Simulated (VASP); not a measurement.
Wanted: the native input for a VASP 6.6.1 run.

```
Task                   : relaxation of cell and atoms
Functional             : PBE
Potentials or basis    : VASP PAW PBE potentials, release 64 (Cd, W_sv)
Cutoff                 : 600 eV
k mesh                 : 12 × 12 × 16
Occupations            : gaussian, width 0.1 eV
Spin                   : no spin polarisation
Dipole correction      : no
Further INCAR settings : ALGO = Fast; EDIFF = 1e-07; IBRION = 2; EDIFFG = -0.01; NSW = 100; ISIF = 3
```

The structure of CdW2 lies in POSCAR:

```
CdW2
1.0
    4.7091521848      0.0000000000      0.0000000000
   -2.3545760924      4.0782454223      0.0000000000
    0.0000000000      0.0000000000      2.7390965935
Cd W
1 2
Direct
    0.0000000000      0.0000000000      0.0000000000
    0.3333333333      0.6666666667      0.5000000000
    0.6666666667      0.3333333333      0.5000000000
```

One way to write it, as run:

INCAR

```
SYSTEM = CdW2
PREC     = Accurate       ! precision mode
ENCUT    = 600            ! plane-wave cutoff, eV
EDIFF    = 1E-7           ! SCF threshold, eV
ISMEAR   = 0              ! smearing method
SIGMA    = 0.1            ! smearing width, eV
LREAL    = .False.        ! projectors in reciprocal space
LASPH    = .True.         ! aspherical terms in the spheres
NELM     = 100            ! most SCF steps
ALGO     = Fast           ! electronic algorithm
ISIF     = 3              ! what is computed and relaxed
LWAVE    = .False.        ! write WAVECAR
LCHARG   = .False.        ! write CHGCAR
GGA      = PE             ! functional
IBRION   = 2              ! ionic algorithm
NSW      = 100            ! ionic steps
EDIFFG   = -0.01          ! ionic threshold
```

KPOINTS

```
regular mesh
0
Gamma
  12 12 16
  0 0 0
```

Potentials or basis: VASP PAW PBE potentials, release 64 (Cd, W_sv).

Run with:

```console
$ cat potpaw_PBE.64/Cd/POTCAR potpaw_PBE.64/W_sv/POTCAR > POTCAR
$ mpirun -np 1 vasp_std > vasp.out
```

It gave:

The relaxed volume is 17.63 Å³/atom, the relaxed cell is a = 4.705 Å, b = 4.705 Å, c = 2.759 Å, α = 90.00°, β = 90.00°, γ = 120.00° and the space group after relaxing (to 0.1 Å) is P6/mmm (No. 191). The energy gained by relaxing is 1.0 meV/atom, the ionic steps are 5 and the pressure after relaxing is 0.0 GPa. The band gap on the k mesh is zero (bands 20 and 21 overlap by 1.31 eV).

Caveat: spin-orbit coupling is left out, which moves the levels of the heavy elements.

It took 21 min on 1 thread of Oxide Virtual Turin-like Processor, on a shared host, peak memory 0.36 GiB.
